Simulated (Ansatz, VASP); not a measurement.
BaS: VASP beside Ansatz

```
Ba S
1.0
     3.87172    0.00000    0.00000
     0.00000    3.87172    0.00000
     0.00000    0.00000    3.87172
Ba S
1 1
Direct
  0.00000 0.00000 0.00000
  0.50000 0.50000 0.50000
```

Alike in both runs: task single point; functional r2SCAN; k mesh 6 × 6 × 6; no spin polarisation.

|  | VASP | Ansatz |
| --- | --- | --- |
| version | VASP 6.6.1 | Ansatz 0.2.0 |
| potentials or method | VASP PAW PBE potentials, release 64 (Ba_sv, S) | plane waves, PAW |
| plane-wave cutoff (eV) | 520 | 500 |
| occupations | gaussian, width 0.01 eV | fixed |
| valence electrons in the cell | 16 | 16 |

Ansatz gave:

| Item | Value |
| --- | --- |
| gap on the k mesh at the Fermi level (eV) | 1.96 |
| pressure (GPa) | -1.3 |

Task: Which values does VASP return?

Result: gap on the k mesh at the Fermi level (eV): 1.85; pressure (GPa): -0.5.

VASP's potentials were made for PBE, not for r2SCAN.

Neither program's run includes spin-orbit coupling.
